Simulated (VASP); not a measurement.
# CuH3 (Pm-3m) in VASP: a series of runs

Runs on CuH3. Level: PBE. Tasks: single point, relaxation of cell and atoms.

Everything below comes from runs of VASP 6.6.1. Logs are shortened: lines on timing, memory, paths and dates and some standing lists are left out, and cuts for length are marked.

**1. The cell of the first run**

It takes space group Pm-3m (No. 221, cubic). Conventional cell: a = 2.771 Å, b = 2.771 Å, c = 2.771 Å, α = 90.00°, β = 90.00°, γ = 90.00°. Cu (site symmetry m-3m) has 12 H at 1.96 Å within 2.6 Å. H (site symmetry 4/mmm) has 4 Cu at 1.96 Å and 8 H at 1.96 Å within 2.6 Å.

**2. Single point, PBE**

Contents of INCAR:

```
SYSTEM = CuH3
PREC = Accurate
ENCUT = 520
EDIFF = 1E-7
ISMEAR = 0
SIGMA = 0.1
LREAL = .FALSE.
LASPH = .TRUE.
NELM = 60
ALGO = Normal
ISIF = 2
LWAVE = .FALSE.
LCHARG = .FALSE.
GGA = PE
NBANDS = 15
```

Contents of KPOINTS:

```
regular mesh
0
G
  16 16 16
  0 0 0
```

Contents of POSCAR:

```
CuH3
1.0
    2.7709538055      0.0000000000      0.0000000000
    0.0000000000      2.7709538055      0.0000000000
    0.0000000000      0.0000000000      2.7709538055
Cu H
1 3
Direct
    0.0000000000      0.0000000000      0.0000000000
    0.5000000000      0.5000000000      0.0000000000
    0.5000000000      0.0000000000      0.5000000000
    0.0000000000      0.5000000000      0.5000000000
```

Potentials or basis: VASP PAW PBE potentials, release 64 (Cu, H).

Run with:

```sh
> cat potpaw_PBE.64/Cu/POTCAR potpaw_PBE.64/H/POTCAR > POTCAR
> mpirun -np 1 vasp_std > vasp.out
```

OUTCAR:

```text
SYSTEM = CuH3
   PREC = Accurate
   ENCUT = 520
   EDIFF = 1E-7
   ISMEAR = 0
   LREAL = .FALSE.
   LASPH = .TRUE.
   NELM = 60
   ISIF = 2
   GGA = PE

 ion  position               nearest neighbor table
   1  0.000  0.000  0.000-
   2  0.500  0.500  0.000-
   3  0.500  0.000  0.500-
   4  0.000  0.500  0.500-

  LATTYP: Found a simple cubic cell.
 ALAT       =     2.7709538055

  Lattice vectors:

 A1 = (   2.7709538055,   0.0000000000,   0.0000000000)
 A2 = (   0.0000000000,   2.7709538055,   0.0000000000)
 A3 = (   0.0000000000,   0.0000000000,   2.7709538055)

Analysis of symmetry for initial positions (statically):
=====================================================================
 Subroutine PRICEL returns:
 Original cell was already a primitive cell.

 Routine SETGRP: Setting up the symmetry group for a
 simple cubic supercell.

 Subroutine GETGRP returns: Found 48 space group operations
 (whereof 48 operations were pure point group operations)
 out of a pool of 48 trial point group operations.

The static configuration has the point symmetry O_h .

Analysis of symmetry for dynamics (positions and initial velocities):
=====================================================================
 Subroutine PRICEL returns:
 Original cell was already a primitive cell.

 Routine SETGRP: Setting up the symmetry group for a
 simple cubic supercell.

 Subroutine GETGRP returns: Found 48 space group operations
 (whereof 48 operations were pure point group operations)
 out of a pool of 48 trial point group operations.

The dynamic configuration has the point symmetry O_h .

 Subroutine INISYM returns: Found 48 space group operations
 (whereof 48 operations are pure point group operations),
 and found     1 'primitive' translations

----------------------------------------------------------------------------------------

                                     Primitive cell

  volume of cell :      21.2759

  direct lattice vectors                    reciprocal lattice vectors
     2.770953806  0.000000000  0.000000000     0.360886565  0.000000000  0.000000000
     0.000000000  2.770953806  0.000000000     0.000000000  0.360886565  0.000000000
     0.000000000  0.000000000  2.770953806     0.000000000  0.000000000  0.360886565

  length of vectors
     2.770953806  2.770953806  2.770953806     0.360886565  0.360886565  0.360886565

  position of ions in fractional coordinates (direct lattice)
     0.000000000  0.000000000  0.000000000
     0.500000000  0.500000000  0.000000000
     0.500000000  0.000000000  0.500000000
     0.000000000  0.500000000  0.500000000
[... 95 lines left out ...]
   EFERMI_NEDOS =   21; number of points for ismear=-14 and -15
   IALGO  =     38    algorithm
   IMIX   =      4    mixing-type and parameters
     AMIX     =   0.40;   BMIX     =  1.00
     AMIX_MAG =   1.60;   BMIX_MAG =  1.00
  volume/ion in A,a.u.               =       5.32        35.89
  Fermi-wavevector in a.u.,A,eV,Ry     =   1.423929  2.690835 27.586802  2.027573
  Thomas-Fermi vector in A             =   2.544474
   LORBIT       =      0    0 simple, 1 ext, 2 COOP (PROOUT), +10 PAW based schemes
   GGA     = PE    functional components
   LHFCALC =     F    Hartree Fock is set to
   AEXX    =    0.0000 exact exchange contribution
   IVDW    =     0    specifies the selected vdW correction
   LEPSILON=     F    determine dielectric tensor
   LRPA    =     F    only Hartree local field effects (RPA)
 non-spin polarized calculation
 Gauss-broadening in eV      SIGMA  =   0.10
  energy-cutoff  :      520.00
  volume of cell :       21.28
 maximum number of plane-waves:       587
 NGX is ok and might be reduce to    24
   NGX = 11   NGY = 11   NGZ = 11

 number of electron      14.0000017 magnetization

 Free energy of the ion-electron system (eV)
  ---------------------------------------------------
  ext. energy  EPLUGINS =         0.00000000
  ---------------------------------------------------
  free energy    TOTEN  =       -11.20185944 eV

  energy without entropy =      -11.19659008  energy(sigma->0) =      -11.19922476

 E-fermi :   6.3484     XC(G=0): -11.8293

 val. band max:        6.3373117304   @ k =   0.4375   0.4375   0.1875
 cond. band min:       6.3488411927   @ k =   0.3750   0.3750   0.0000
 fundamental gap:      0.0115294623
 Fermi energy:         6.3483879149

 k-point     1 :       0.0000    0.0000    0.0000
  band No.  band energies     occupation
      1      -7.4243      2.00000
      2       0.4438      2.00000
      3       0.4438      2.00000
      4       2.3956      2.00000
      5       2.3956      2.00000
      6       2.3956      2.00000
      7       9.3260      0.00000
      8       9.3260      0.00000
      9      14.2516      0.00000
     10      14.2516      0.00000
     11      14.2516      0.00000
     12      17.6910      0.00000
     13      29.6118      0.00000
     14      29.6118      0.00000
[... 401 lines left out ...]
      2      -2.3726      2.00000
      3       1.2621      2.00000
      4       1.7896      2.00000
      5       1.9064      2.00000
      6       2.3685      2.00000
      7       3.2821      2.00000
      8       8.3093      0.00000
      9      14.2245      0.00000
     10      18.2841      0.00000
     11      19.1428      0.00000
     12      19.4999      0.00000
     13      21.3598      0.00000
     14      24.9023      0.00000
     15      24.9139      0.00000

 [... further k-points ...]

------------------------ aborting loop because EDIFF is reached ----------------------------------------

  FORCE on cell =-STRESS in cart. coord.  units (eV):
  Direction    XX          YY          ZZ          XY          YZ          ZX
  --------------------------------------------------------------------------------------
  -------------------------------------------------------------------------------------
  Total       -0.0055875     -0.0055875     -0.0055875      0.0000000      0.0000000      0.0000000
  in kB       -0.4207635     -0.4207635     -0.4207635      0.0000000      0.0000000      0.0000000
  external PRESSURE =      -0.4207635 kB  Pullay stress =       0.0000000 kB

 VOLUME and BASIS-vectors are now :
 -----------------------------------------------------------------------------
  energy-cutoff  :      520.00
  volume of cell :       21.28
      direct lattice vectors                 reciprocal lattice vectors
     2.770953806  0.000000000  0.000000000     0.360886565  0.000000000  0.000000000
     0.000000000  2.770953806  0.000000000     0.000000000  0.360886565  0.000000000
     0.000000000  0.000000000  2.770953806     0.000000000  0.000000000  0.360886565

 POSITION                                       TOTAL-FORCE (eV/Angst)
 -----------------------------------------------------------------------------------
      0.00000      0.00000      0.00000         0.000000      0.000000      0.000000
      1.38548      1.38548      0.00000         0.000000      0.000000      0.000000
      1.38548      0.00000      1.38548         0.000000      0.000000      0.000000
      0.00000      1.38548      1.38548         0.000000      0.000000      0.000000
 -----------------------------------------------------------------------------------
    total drift:                                0.000000      0.000000      0.000000

  FREE ENERGIE OF THE ION-ELECTRON SYSTEM (eV)
  ---------------------------------------------------
  free  energy   TOTEN  =       -11.2018594364 eV

  energy  without entropy=      -11.1965900757  energy(sigma->0) =      -11.19922476
```

OSZICAR:

```text
N       E                     dE             d eps       ncg     rms          rms(c)
DAV:   1     0.492597292131E+02    0.49260E+02   -0.66740E+03  5329   0.136E+03
DAV:   2    -0.111398627830E+02   -0.60400E+02   -0.53586E+02  5223   0.213E+02
DAV:   3    -0.134036084906E+02   -0.22637E+01   -0.22199E+01  6245   0.441E+01
DAV:   4    -0.134200682852E+02   -0.16460E-01   -0.16457E-01  5562   0.334E+00
DAV:   5    -0.134202156887E+02   -0.14740E-03   -0.14740E-03  6596   0.346E-01    0.118E+01
DAV:   6    -0.133474853085E+02    0.72730E-01   -0.47568E+01  6280   0.134E+02    0.920E+00
DAV:   7    -0.112201277836E+02    0.21274E+01   -0.87098E+00  6186   0.718E+01    0.849E-01
DAV:   8    -0.112174407229E+02    0.26871E-02   -0.38844E-01  7234   0.117E+01    0.984E-01
DAV:   9    -0.112111607152E+02    0.62800E-02   -0.25588E-01  6456   0.100E+01    0.691E-01
DAV:  10    -0.112018888826E+02    0.92718E-02   -0.41212E-02  6351   0.426E+00    0.670E-02
DAV:  11    -0.112018761486E+02    0.12734E-04   -0.97179E-04  6780   0.298E-01    0.313E-02
DAV:  12    -0.112018617105E+02    0.14438E-04   -0.62898E-05  7238   0.142E-01    0.111E-02
DAV:  13    -0.112018596229E+02    0.20876E-05   -0.38667E-06  6471   0.292E-02    0.295E-03
DAV:  14    -0.112018593645E+02    0.25842E-06   -0.20490E-06  6571   0.289E-02    0.158E-03
DAV:  15    -0.112018594364E+02   -0.71987E-07   -0.22356E-07  3012   0.871E-03
   1 F= -.11201859E+02 E0= -.11199225E+02  d E =-.526936E-02
```

stdout:

```text
POSCAR found type information on POSCAR CuH
 POSCAR found :  2 types and       4 ions
 scaLAPACK will be used
 LDA part: xc-table for (Slater+PW92), standard interpolation
 POSCAR, INCAR and KPOINTS ok, starting setup
 FFT: planning ... GRIDC
 FFT: planning ... GRID_SOFT
 FFT: planning ... GRID
 WAVECAR not read
 entering main loop
```

Run time: 32 s. Hardware: 1 thread of Intel Xeon 6975P-C, shared host; peak memory 0.18 GiB.

What came out:

```
Free energy            : -11.2019 eV
Pressure               : 0.0 GPa
Band gap on the k mesh : zero (band 7 reaches 9.33 eV, above the bottom of band 8 at 5.86 eV)
```

**3. Relaxation of cell and atoms, PBE**

Contents of INCAR:

```
SYSTEM = CuH3
PREC = Accurate
ENCUT = 600
EDIFF = 1E-6
ISMEAR = 0
SIGMA = 0.1
LREAL = .False.
LASPH = .True.
NELM = 60
ALGO = Normal
ISIF = 3
LWAVE = .False.
LCHARG = .False.
GGA = PE
IBRION = 2
NSW = 100
EDIFFG = -0.01
```

Contents of KPOINTS:

```
regular mesh
0
Gamma
  16 16 16
  0 0 0
```

Contents of POSCAR:

```
CuH3
1.0
    2.7717619714      0.0000000000      0.0000000000
    0.0000000000      2.7717619714      0.0000000000
    0.0000000000      0.0000000000      2.7717619714
Cu H
1 3
Direct
    0.0000000000      0.0000000000      0.0000000000
    0.5000000000      0.5000000000      0.0000000000
    0.5000000000      0.0000000000      0.5000000000
    0.0000000000      0.5000000000      0.5000000000
```

Potentials or basis: VASP PAW PBE potentials, release 64 (Cu, H).

Run with:

```sh
> cat potpaw_PBE.64/Cu/POTCAR potpaw_PBE.64/H/POTCAR > POTCAR
> mpirun -np 1 vasp_std > vasp.out
```

OUTCAR:

```text
SYSTEM = CuH3
   PREC = Accurate
   ENCUT = 600
   EDIFF = 1E-6
   ISMEAR = 0
   LREAL = .False.
   LASPH = .True.
   NELM = 60
   ISIF = 3
   GGA = PE
   IBRION = 2
   NSW = 100
   EDIFFG = -0.01

 ion  position               nearest neighbor table
   1  0.000  0.000  0.000-
   2  0.500  0.500  0.000-
   3  0.500  0.000  0.500-
   4  0.000  0.500  0.500-

  LATTYP: Found a simple cubic cell.
 ALAT       =     2.7717619714

  Lattice vectors:

 A1 = (   2.7717619714,   0.0000000000,   0.0000000000)
 A2 = (   0.0000000000,   2.7717619714,   0.0000000000)
 A3 = (   0.0000000000,   0.0000000000,   2.7717619714)
[... 263 lines left out ...]
  free energy    TOTEN  =       -11.20237399 eV

  energy without entropy =      -11.19710304  energy(sigma->0) =      -11.19973852

 E-fermi :   6.3541     XC(G=0): -11.8319

 val. band max:        6.3432979940   @ k =   0.4375   0.4375   0.1875
 cond. band min:       6.3547308855   @ k =   0.3750   0.3750   0.0000
 fundamental gap:      0.0114328916
 Fermi energy:         6.3540997015

 k-point     1 :       0.0000    0.0000    0.0000
  band No.  band energies     occupation
      1      -7.4246      2.00000
      2       0.4462      2.00000
      3       0.4462      2.00000
      4       2.3996      2.00000
      5       2.3996      2.00000
      6       2.3996      2.00000
      7       9.3332      0.00000
      8       9.3332      0.00000
      9      14.2585      0.00000
     10      14.2585      0.00000
     11      14.2585      0.00000
[... 309 lines left out ...]
 k-point    24 :       0.5000    0.1250    0.0000
  band No.  band energies     occupation
      1      -3.0699      2.00000
      2      -2.3709      2.00000
      3       1.2650      2.00000
      4       1.7929      2.00000
      5       1.9098      2.00000
      6       2.3724      2.00000
      7       3.2867      2.00000
      8       8.3157      0.00000
      9      14.2336      0.00000
     10      18.2924      0.00000
     11      19.1531      0.00000

 [... further k-points ...]
[... 5 lines left out ...]
  --------------------------------------------------------------------------------------
  -------------------------------------------------------------------------------------
  Total        0.0272736      0.0272736      0.0272736     -0.0000000      0.0000000      0.0000000
  in kB        2.0549319      2.0549319      2.0549319     -0.0000000      0.0000000      0.0000000
  external PRESSURE =       2.0549319 kB  Pullay stress =       0.0000000 kB
[... 19 lines left out ...]
  FREE ENERGIE OF THE ION-ELECTRON SYSTEM (eV)
  ---------------------------------------------------
  free  energy   TOTEN  =       -11.2023739932 eV

  energy  without entropy=      -11.1971030369  energy(sigma->0) =      -11.19973852

 reached required accuracy - stopping structural energy minimisation
```

It took 40 s on 1 thread of Intel Xeon 6975P-C, shared host; peak memory 0.18 GiB.

Results:

| Item | Value |
| --- | --- |
| Free energy | -11.2024 eV |
| Relaxed volume | 5.32 Å³/atom |
| Relaxed cell | a = 2.770 Å, b = 2.770 Å, c = 2.770 Å, α = 90.00°, β = 90.00°, γ = 90.00° |
| Space group after relaxing (to 0.05 Å) | Pm-3m (No. 221) |
| Energy gained by relaxing | 0.0 meV/atom |
| Ionic steps | 3 |
| Pressure after relaxing | 0.2 GPa |
| Band gap on the k mesh | zero (band 7 reaches 9.33 eV, above the bottom of band 8 at 5.87 eV) |

Final structure:
```
Cu H
1.0
     2.77046    0.00000    0.00000
     0.00000    2.77046    0.00000
     0.00000    0.00000    2.77046
Cu H
1 3
Direct
  0.00000 0.00000 0.00000
  0.50000 0.50000 0.00000
  0.50000 0.00000 0.50000
  0.00000 0.50000 0.50000
```

Levels at points of the mesh, in eV from the Fermi level:
| k point | band 3 | band 4 | band 5 | band 6 | band 7 | band 8 | band 9 | band 10 | band 11 |
| --- | --- | --- | --- | --- | --- | --- | --- | --- | --- |
| (0.00, 0.00, 0.00) | -5.91 | -3.95 | -3.95 | -3.95 | 2.98 | 2.98 | 7.90 | 7.90 | 7.90 |
| (0.50, 0.00, 0.00) | -5.16 | -4.46 | -4.46 | -3.91 | -3.05 | 2.25 | 10.25 | 12.72 | 12.72 |
| (0.50, 0.50, 0.00) | -5.54 | -5.25 | -4.35 | -4.35 | -3.60 | -0.39 | 1.14 | 12.48 | 12.48 |
| (0.50, 0.50, 0.50) | -6.87 | -3.57 | -3.57 | 0.66 | 0.66 | 0.66 | 2.77 | 2.77 | 2.77 |
